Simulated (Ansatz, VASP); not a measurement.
## SiGeO4: VASP beside Ansatz

```
CELL_PARAMETERS angstrom
0.00000 3.98950 3.98950
3.98950 0.00000 3.98950
3.98950 3.98950 0.00000
ATOMIC_POSITIONS crystal
Si 0.75000 0.75000 0.75000
Ge 0.50000 0.50000 0.50000
O 0.11182 0.62939 0.62939
O 0.62939 0.11182 0.62939
O 0.62939 0.62939 0.11182
O 0.62939 0.62939 0.62939
```

Alike in both runs: task relaxation of the atoms; functional PBE; k mesh 6 × 6 × 6; occupations gaussian, width 0.02 eV; no spin polarisation.

|  | VASP | Ansatz |
| --- | --- | --- |
| version | VASP 6.6.1 | Ansatz 0.2.0 |
| potentials or method | VASP PAW PBE potentials, release 64 (Si, Ge_d, O), cutoff 520 eV | scalar-relativistic, plane waves, PAW |
| valence electrons in the cell | 42 | 42 |

Ansatz gave:

| Property | Result |
| --- | --- |
| gap on the k mesh at the Fermi level, each at its own relaxed structure (eV) | 2.79 |

Q: What did VASP give for the same quantities?

A: gap on the k mesh at the Fermi level, each at its own relaxed structure (eV): 2.78.

Ansatz's warnings: stress scf threshold loose.
